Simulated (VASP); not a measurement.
AsO, 2 atoms in the cell. Symmetry: P4/mmm, No. 123, tetragonal system. The conventional cell has a = 2.873 Å, b = 2.873 Å, c = 3.695 Å, α = 90.00°, β = 90.00°, γ = 90.00°. Within 2.5 Å of As (site symmetry 4/mmm) lie 2 O at 1.85 Å. O (site symmetry 4/mmm) has 2 As at 1.85 Å within 2.5 Å. The cell was generated, and may not be a known phase.

| Property | Result |
| --- | --- |
| Program | VASP 6.6.1 |
| Task | single point |
| Functional | PBE |
| Potentials or basis | VASP PAW PBE potentials, release 64 (As, O) |
| Cutoff | 520 eV |
| k mesh | 6 × 6 × 6 |
| Occupations | gaussian, width 0.1 eV |
| Spin | no spin polarisation |
| Dipole correction | no |
| Further INCAR settings | ALGO = Normal; EDIFF = 1e-06; NBANDS = 12 |

Potentials or basis: VASP PAW PBE potentials, release 64 (As, O).

Launch:

```console
$ cat potpaw_PBE.64/As/POTCAR potpaw_PBE.64/O/POTCAR > POTCAR
$ mpirun -np 1 vasp_std > vasp.out
```

Hardware: 1 thread of Intel Xeon 8259CL, with other jobs on the host.

Task: Estimate the wall time of this run.

Result: Wall time 19 s on 1 thread of Intel Xeon 8259CL (shared host), peak memory 0.15 GiB. Counts: scf iterations 13, k points 40.
